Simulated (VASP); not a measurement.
# TaN (P6_3mc) in VASP: a series of runs

Runs on TaN. Level: PBEsol. Tasks: single point, relaxation of cell and atoms.

All numbers are computed with VASP 6.6.1; they aren't measurements. Logs are shortened: lines on timing, memory, paths and dates and some standing lists are left out, and cuts for length are marked.

## 1. The cell of the first run

The structure is hexagonal, space group P6_3mc (No. 186). Conventional cell: a = 3.120 Å, b = 3.120 Å, c = 6.060 Å, α = 90.00°, β = 90.00°, γ = 120.00°. Within 2.6 Å of Ta (site symmetry 3m) lie 4 N at 1.96 to 2.09 Å. N (site symmetry 3m) has 4 Ta at 1.96 to 2.09 Å within 2.6 Å.

## 2. Single point, PBEsol

INCAR reads:

```
SYSTEM = TaN
PREC = Accurate ; ENCUT = 520
EDIFF = 1E-6 ; ISMEAR = 0
SIGMA = 0.1 ; LREAL = .FALSE.
LASPH = .TRUE. ; NELM = 100
ALGO = Normal ; ISIF = 2
LWAVE = .FALSE. ; LCHARG = .FALSE.
GGA = PS ; NBANDS = 24
```

KPOINTS reads:

```
Automatic mesh
0
G
  6 6 4
  0 0 0
```

POSCAR reads:

```
TaN
1.0
    3.1197601247      0.0000000000      0.0000000000
   -1.5598800624      2.7017915217      0.0000000000
    0.0000000000      0.0000000000      6.0603245506
Ta N
2 2
Direct
    0.3333333333      0.6666666667      0.0305719107
    0.6666666667      0.3333333333      0.5305719107
    0.3333333333      0.6666666667      0.3544280893
    0.6666666667      0.3333333333      0.8544280893
```

Potentials or basis: VASP PAW PBE potentials, release 64 (Ta_pv, N).

Run with:

```bash
cat potpaw_PBE.64/Ta_pv/POTCAR potpaw_PBE.64/N/POTCAR > POTCAR
mpirun -np 1 vasp_std > vasp.out
```

OUTCAR:

```text
SYSTEM = TaN
   PREC = Accurate
   ENCUT = 520
   EDIFF = 1E-6
   ISMEAR = 0
   LREAL = .FALSE.
   LASPH = .TRUE.
   NELM = 100
   ISIF = 2
   GGA = PS

 ion  position               nearest neighbor table
   1  0.333  0.667  0.031-   3 1.96   4 2.09   4 2.09   4 2.09   2 3.53   2 3.53   2 3.53   2 3.53
                             2 3.53   2 3.53
   2  0.667  0.333  0.531-   4 1.96   3 2.09   3 2.09   3 2.09   1 3.53   1 3.53   1 3.53   1 3.53
                             1 3.53   1 3.53
   3  0.333  0.667  0.354-   1 1.96   2 2.09   2 2.09   2 2.09
   4  0.667  0.333  0.854-   2 1.96   1 2.09   1 2.09   1 2.09

  LATTYP: Found a hexagonal cell.
 ALAT       =     3.1197601247
 C/A-ratio  =     1.9425610651

  Lattice vectors:

 A1 = (   3.1197601247,   0.0000000000,   0.0000000000)
 A2 = (  -1.5598800624,   2.7017915217,   0.0000000000)
 A3 = (   0.0000000000,   0.0000000000,   6.0603245506)

Analysis of symmetry for initial positions (statically):
=====================================================================
 Subroutine PRICEL returns:
 Original cell was already a primitive cell.

 Routine SETGRP: Setting up the symmetry group for a
 hexagonal supercell.

 Subroutine GETGRP returns: Found 12 space group operations
 (whereof  6 operations were pure point group operations)
 out of a pool of 24 trial point group operations.

The static configuration has the point symmetry C_3v.
 The point group associated with its full space group is C_6v.

Analysis of symmetry for dynamics (positions and initial velocities):
=====================================================================
 Subroutine PRICEL returns:
 Original cell was already a primitive cell.

 Routine SETGRP: Setting up the symmetry group for a
 hexagonal supercell.

 Subroutine GETGRP returns: Found 12 space group operations
 (whereof  6 operations were pure point group operations)
 out of a pool of 24 trial point group operations.

The dynamic configuration has the point symmetry C_3v.
 The point group associated with its full space group is C_6v.

 Subroutine INISYM returns: Found 12 space group operations
 (whereof  6 operations are pure point group operations),
 and found     1 'primitive' translations

----------------------------------------------------------------------------------------

                                     Primitive cell

  volume of cell :      51.0821

  direct lattice vectors                    reciprocal lattice vectors
     3.119760125  0.000000000  0.000000000     0.320537464  0.185062391  0.000000000
    -1.559880062  2.701791522  0.000000000     0.000000000  0.370124783  0.000000000
     0.000000000  0.000000000  6.060324551     0.000000000  0.000000000  0.165007664

  length of vectors
     3.119760125  3.119760125  6.060324551     0.370124783  0.370124783  0.165007664

  position of ions in fractional coordinates (direct lattice)
     0.333333333  0.666666667  0.030571911
     0.666666667  0.333333333  0.530571911
     0.333333333  0.666666667  0.354428089
     0.666666667  0.333333333  0.854428089

  ion indices of the primitive-cell ions
   primitive index   ion index
                 1           1
                 2           2
                 3           3
                 4           4

----------------------------------------------------------------------------------------

 KPOINTS: Automatic mesh

Automatic generation of k-mesh.
 Grid dimensions read from file:
 generate k-points for:    6    6    4

 Generating k-lattice:

  Cartesian coordinates                     Fractional coordinates (reciprocal lattice)
     0.053422911  0.030843732  0.000000000     0.166666667  0.000000000  0.000000000
     0.000000000  0.061687464  0.000000000     0.000000000  0.166666667  0.000000000
     0.000000000  0.000000000  0.041251916     0.000000000  0.000000000  0.250000000

  Length of vectors
     0.061687464  0.061687464  0.041251916

  Shift w.r.t. Gamma in fractional coordinates (k-lattice)
     0.000000000  0.000000000  0.000000000

 Subroutine IBZKPT returns following result:
 ===========================================

 Found     21 irreducible k-points:

 Following reciprocal coordinates:
            Coordinates               Weight
  0.000000  0.000000  0.000000      1.000000
  0.166667 -0.000000  0.000000      6.000000
  0.333333  0.000000  0.000000      6.000000
  0.500000 -0.000000  0.000000      3.000000
  0.166667  0.166667  0.000000      6.000000
  0.333333  0.166667  0.000000     12.000000
[... 13 lines left out ...]
  0.333333  0.166667  0.500000     12.000000
  0.333333  0.333333  0.500000      2.000000
   k-points           NKPTS =     21   k-points in BZ     NKDIM =     21   number of bands    NBANDS=     24
   number of dos      NEDOS =    301   number of ions     NIONS =      4
   total plane-waves  NPLWV =  27648
   dimension x,y,z NGX =    24 NGY =   24 NGZ =   48
   dimension x,y,z NGXF=    48 NGYF=   48 NGZF=   96
   ions per type =               2   2
   NGX,Y,Z   is equivalent  to a cutoff of  12.79, 12.79, 13.17 a.u.
   NGXF,Y,Z  is equivalent  to a cutoff of  25.58, 25.58, 26.33 a.u.
 SYSTEM =  TaN
   PREC   = accura    normal or accurate (medium, high low for compatibility)
   ISTART =      0    job   : 0-new  1-cont  2-samecut
   ICHARG =      2    charge: 1-file 2-atom 10-const
   ISPIN  =      1    spin polarized calculation?
   LNONCOLLINEAR =      F non collinear calculations
   LSORBIT =      F    spin-orbit coupling
   LASPH  =      T    aspherical Exc in radial PAW
   ENCUT  =  520.0 eV  38.22 Ry    6.18 a.u.   5.80  5.80 11.27*2*pi/ulx,y,z
   NELM   =    100;   NELMIN=  2; NELMDL= -5     # of ELM steps
   EDIFF  = 0.1E-05   stopping-criterion for ELM
   LREAL  =      F    real-space projection
[... 7 lines left out ...]
   TEBEG  =    0.0;   TEEND  =   0.0 temperature during run
   PSTRESS=    0.0 pullay stress
   NELECT =      32.0000    total number of electrons
   NUPDOWN=      -1.0000    fix difference up-down
   EMIN   =  10.00;   EMAX   =-10.00  energy-range for DOS
   EFERMI =   0.00;   METHOD = LEGACY
   ISMEAR =     0;   SIGMA  =   0.10  broadening in eV -4-tet -1-fermi 0-gaus
   EFERMI_NEDOS =   21; number of points for ismear=-14 and -15
   IALGO  =     38    algorithm
   IMIX   =      4    mixing-type and parameters
     AMIX     =   0.40;   BMIX     =  1.00
     AMIX_MAG =   1.60;   BMIX_MAG =  1.00
  volume/ion in A,a.u.               =      12.77        86.18
  Fermi-wavevector in a.u.,A,eV,Ry     =   1.400775  2.647082 26.696968  1.962172
  Thomas-Fermi vector in A             =   2.523702
   LORBIT       =      0    0 simple, 1 ext, 2 COOP (PROOUT), +10 PAW based schemes
   GGA     = PS    functional components
   LHFCALC =     F    Hartree Fock is set to
   AEXX    =    0.0000 exact exchange contribution
   IVDW    =     0    specifies the selected vdW correction
   LEPSILON=     F    determine dielectric tensor
   LRPA    =     F    only Hartree local field effects (RPA)
 non-spin polarized calculation
 Gauss-broadening in eV      SIGMA  =   0.10
  energy-cutoff  :      520.00
  volume of cell :       51.08
 maximum number of plane-waves:      1402
 NGX is ok and might be reduce to    24
   NGX = 11   NGY = 11   NGZ = 23

 number of electron      31.9999995 magnetization

 Free energy of the ion-electron system (eV)
  ---------------------------------------------------
  ext. energy  EPLUGINS =         0.00000000
  ---------------------------------------------------
  free energy    TOTEN  =       -45.81808258 eV

  energy without entropy =      -45.81610937  energy(sigma->0) =      -45.81709598

 E-fermi :   6.5682     XC(G=0): -12.4092

 val. band max:        6.3719858054   @ k =   0.0000   0.0000   0.2500
 cond. band min:       6.5770280278   @ k =   0.3333   0.3333   0.0000
 fundamental gap:      0.2050422224
 Fermi energy:         6.5682051824

 k-point     1 :       0.0000    0.0000    0.0000
  band No.  band energies     occupation
      1     -29.0094      2.00000
      2     -28.6416      2.00000
      3     -28.3648      2.00000
      4     -28.3648      2.00000
      5     -28.3343      2.00000
      6     -28.3343      2.00000
[... 16 lines left out ...]
     23      11.7527      0.00000
     24      13.2624      0.00000

 k-point     2 :       0.1667   -0.0000    0.0000
  band No.  band energies     occupation
      1     -28.9654      2.00000
      2     -28.6388      2.00000
      3     -28.5159      2.00000
      4     -28.4905      2.00000
      5     -28.4021      2.00000
      6     -28.3658      2.00000
[... 16 lines left out ...]
     23      12.4815      0.00000
     24      13.3585      0.00000

 k-point     3 :       0.3333    0.0000    0.0000
  band No.  band energies     occupation
      1     -28.8883      2.00000
      2     -28.8000      2.00000
      3     -28.7750      2.00000
      4     -28.6423      2.00000
      5     -28.4748      2.00000
      6     -28.4292      2.00000
[... 16 lines left out ...]
     23      12.1648      0.00000
     24      13.2946      0.00000

 k-point     4 :       0.5000   -0.0000    0.0000
  band No.  band energies     occupation
      1     -28.9735      2.00000
      2     -28.9331      2.00000
      3     -28.7731      2.00000
      4     -28.6617      2.00000
      5     -28.5104      2.00000
      6     -28.4609      2.00000
[... 16 lines left out ...]
     23      11.2829      0.00000
     24      12.5771      0.00000

 k-point     5 :       0.1667    0.1667    0.0000
  band No.  band energies     occupation
      1     -28.8972      2.00000
      2     -28.7018      2.00000
      3     -28.6939      2.00000
      4     -28.6373      2.00000
      5     -28.4809      2.00000
      6     -28.4468      2.00000
[... 16 lines left out ...]
     23      12.3096      0.00000
     24      13.8284      0.00000

 k-point     6 :       0.3333    0.1667    0.0000
  band No.  band energies     occupation
      1     -28.9004      2.00000
      2     -28.8671      2.00000
      3     -28.7680      2.00000
      4     -28.6612      2.00000
      5     -28.5857      2.00000
      6     -28.5412      2.00000
[... 16 lines left out ...]
     23      12.0667      0.00000
     24      13.1047      0.00000
[... 298 lines left out ...]
 k-point    18 :       0.5000   -0.0000    0.5000
  band No.  band energies     occupation
      1     -28.9757      2.00000
      2     -28.9757      2.00000
      3     -28.6941      2.00000
      4     -28.6941      2.00000
      5     -28.4857      2.00000
      6     -28.4857      2.00000
[... 16 lines left out ...]
     23      11.7054      0.00000
     24      11.7054      0.00000

 k-point    19 :       0.1667    0.1667    0.5000
  band No.  band energies     occupation
      1     -28.8115      2.00000
      2     -28.8115      2.00000
      3     -28.6546      2.00000
      4     -28.6546      2.00000
      5     -28.4637      2.00000
      6     -28.4637      2.00000
[... 16 lines left out ...]
     23      12.3201      0.00000
     24      12.3201      0.00000

 k-point    20 :       0.3333    0.1667    0.5000
  band No.  band energies     occupation
      1     -28.9093      2.00000
      2     -28.9093      2.00000
      3     -28.6924      2.00000
      4     -28.6924      2.00000
      5     -28.5592      2.00000
      6     -28.5592      2.00000
[... 16 lines left out ...]
     23      12.4496      0.00000
     24      12.4496      0.00000

 k-point    21 :       0.3333    0.3333    0.5000
  band No.  band energies     occupation
      1     -28.8571      2.00000
      2     -28.8571      2.00000
      3     -28.7266      2.00000
      4     -28.7266      2.00000
      5     -28.6574      2.00000
      6     -28.6574      2.00000
[... 16 lines left out ...]
     23      13.0477      0.00000
     24      13.0477      0.00000

------------------------ aborting loop because EDIFF is reached ----------------------------------------

  FORCE on cell =-STRESS in cart. coord.  units (eV):
  Direction    XX          YY          ZZ          XY          YZ          ZX
  --------------------------------------------------------------------------------------
  -------------------------------------------------------------------------------------
  Total        0.0976238      0.0976238      0.3762204     -0.0000000      0.0000000      0.0000000
  in kB        3.0619458      3.0619458     11.8000557     -0.0000000      0.0000000      0.0000000
  external PRESSURE =       5.9746491 kB  Pullay stress =       0.0000000 kB

 VOLUME and BASIS-vectors are now :
 -----------------------------------------------------------------------------
  energy-cutoff  :      520.00
  volume of cell :       51.08
      direct lattice vectors                 reciprocal lattice vectors
     3.119760125  0.000000000  0.000000000     0.320537464  0.185062391  0.000000000
    -1.559880062  2.701791522  0.000000000     0.000000000  0.370124783  0.000000000
     0.000000000  0.000000000  6.060324551     0.000000000  0.000000000  0.165007664

 POSITION                                       TOTAL-FORCE (eV/Angst)
 -----------------------------------------------------------------------------------
     -0.00000      1.80119      0.18528        -0.000000      0.000000     -0.066118
      1.55988      0.90060      3.21544         0.000000     -0.000000     -0.066118
     -0.00000      1.80119      2.14795        -0.000000     -0.000000      0.066118
      1.55988      0.90060      5.17811         0.000000      0.000000      0.066118
 -----------------------------------------------------------------------------------
    total drift:                               -0.000000      0.000000      0.001724

  FREE ENERGIE OF THE ION-ELECTRON SYSTEM (eV)
  ---------------------------------------------------
  free  energy   TOTEN  =       -45.8180825816 eV

  energy  without entropy=      -45.8161093726  energy(sigma->0) =      -45.81709598
```

Wall time 12 s (1 thread of Intel Xeon 6975P-C (Granite Rapids), shared host); peak memory 0.17 GiB.

What came out:

| Property | Result |
| --- | --- |
| Free energy | -45.8181 eV |
| Pressure | 0.6 GPa |
| Largest force | 0.066 eV/Å |
| Band gap on the k mesh | zero (bands 16 and 17 overlap by 0.19 eV) |

Forces in eV/Å, atoms in the order of the input:
```
Ta   0.000  0.000 -0.066
Ta   0.000  0.000 -0.066
N    0.000  0.000  0.066
N    0.000  0.000  0.066
```

Levels at points of the mesh, in eV from the Fermi level:
| k point | band 12 | band 13 | band 14 | band 15 | band 16 | band 17 | band 18 | band 19 | band 20 | band 21 |
| --- | --- | --- | --- | --- | --- | --- | --- | --- | --- | --- |
| (0.00, 0.00, 0.00) | -5.47 | -4.59 | -4.59 | -0.83 | -0.74 | 0.10 | 0.10 | 2.20 | 2.20 | 2.81 |
| (0.50, 0.00, 0.00) | -5.71 | -4.83 | -3.74 | -2.42 | -0.51 | 1.18 | 2.20 | 2.69 | 3.49 | 4.02 |
| (0.00, 0.00, 0.50) | -5.08 | -5.08 | -5.08 | 0.20 | 0.20 | 0.95 | 0.95 | 0.95 | 0.95 | 4.73 |
| (0.50, 0.00, 0.50) | -5.56 | -4.87 | -4.87 | -0.99 | -0.99 | 1.49 | 1.49 | 3.38 | 3.38 | 4.68 |

Caveat: the k points lie up to 0.39 Å⁻¹ apart; the PAW data sets were made with another functional, which shifts forces and pressure a little; spin-orbit coupling is left out, which moves the levels of the heavy elements.

## 3. Relaxation of cell and atoms, PBEsol

This run uses another cell than the first one, of 9.95 Å³/atom.

INCAR reads:

```
SYSTEM = TaN
PREC     = Accurate       ! precision mode
ENCUT    = 600            ! plane-wave cutoff, eV
EDIFF    = 1E-6           ! SCF threshold, eV
ISMEAR   = 0              ! smearing method
SIGMA    = 0.1            ! smearing width, eV
LREAL    = .FALSE.        ! projectors in reciprocal space
LASPH    = .TRUE.         ! aspherical terms in the spheres
NELM     = 100            ! most SCF steps
ALGO     = Normal         ! electronic algorithm
ISIF     = 3              ! what is computed and relaxed
LWAVE    = .FALSE.        ! write WAVECAR
LCHARG   = .FALSE.        ! write CHGCAR
GGA      = PS             ! functional
IBRION   = 2              ! ionic algorithm
NSW      = 100            ! ionic steps
EDIFFG   = -0.05          ! ionic threshold
```

KPOINTS reads:

```
regular mesh
0
G
  6 6 4
  0 0 0
```

POSCAR reads:

```
TaN
1.0
    3.0500010905      0.0000000000      0.0000000000
   -1.5250005453      2.6413784260      0.0000000000
    0.0000000000      0.0000000000      4.9400000000
Ta N
2 2
Direct
    0.3333333333      0.6666666667      0.0000000000
    0.6666666667      0.3333333333      0.5000000000
    0.3333333333      0.6666666667      0.3850000000
    0.6666666667      0.3333333333      0.8850000000
```

Potentials or basis: VASP PAW PBE potentials, release 64 (Ta_pv, N).

Run with:

```bash
cat potpaw_PBE.64/Ta_pv/POTCAR potpaw_PBE.64/N/POTCAR > POTCAR
mpirun -np 1 vasp_std > vasp.out
```

Wall time 95 s (1 thread of Intel Xeon 6975P-C (Granite Rapids), shared host); peak memory 0.17 GiB.

Results (log left out):

| Property | Result |
| --- | --- |
| Free energy | -45.7975 eV |
| Relaxed volume | 12.80 Å³/atom |
| Relaxed cell | a = 3.124 Å, b = 3.124 Å, c = 6.057 Å, α = 90.00°, β = 90.00°, γ = 120.00° |
| Space group after relaxing (to 0.1 Å) | P6_3mc (No. 186) |
| Pressure after relaxing | -0.3 GPa |
| Largest force after relaxing | 0.017 eV/Å |
| Band gap on the k mesh | zero (bands 16 and 17 overlap by 0.24 eV) |

Forces in eV/Å, atoms in the order of the input:
```
Ta   0.000  0.000  0.017
Ta   0.000  0.000  0.017
N    0.000  0.000 -0.017
N    0.000  0.000 -0.017
```

Stress tensor (GPa, compression positive):
```
-0.12  0.00  0.00
 0.00 -0.12  0.00
 0.00  0.00 -0.59
```

Final structure:
```cif
data_structure
_symmetry_space_group_name_H-M 'P 1'
_symmetry_Int_Tables_number 1
_cell_length_a 3.1239
_cell_length_b 3.1239
_cell_length_c 6.0570
_cell_angle_alpha 90.000
_cell_angle_beta 90.000
_cell_angle_gamma 120.000
_cell_volume 51.19
loop_
_atom_site_label
_atom_site_type_symbol
_atom_site_fract_x
_atom_site_fract_y
_atom_site_fract_z
_atom_site_occupancy
Ta1 Ta 0.33333 0.66667 0.03014 1
Ta2 Ta 0.66667 0.33333 0.53014 1
N1 N 0.33333 0.66667 0.35486 1
N2 N 0.66667 0.33333 0.85486 1
```

Levels at points of the mesh, in eV from the Fermi level:
```
           k point  band 14  band 15  band 16  band 17  band 18  band 19
(0.00, 0.00, 0.00)    -4.60    -0.81    -0.67     0.11     0.11     2.20
(0.50, 0.00, 0.00)    -3.74    -2.38    -0.50     1.18     2.19     2.71
(0.00, 0.00, 0.50)    -5.09     0.25     0.25     0.97     0.97     0.97
(0.50, 0.00, 0.50)    -4.87    -0.95    -0.95     1.50     1.50     3.36
```

Caveat: the k points lie up to 0.39 Å⁻¹ apart in the final cell; the volume moved by over 15 % at a fixed basis, so the end points are rough; the PAW data sets were made with another functional, which shifts forces and pressure a little; spin-orbit coupling is left out, which moves the levels of the heavy elements.

(Continued in part 2 of 2.)

The gap in the log of VASP goes by the Fermi energy; the results here count the filled bands.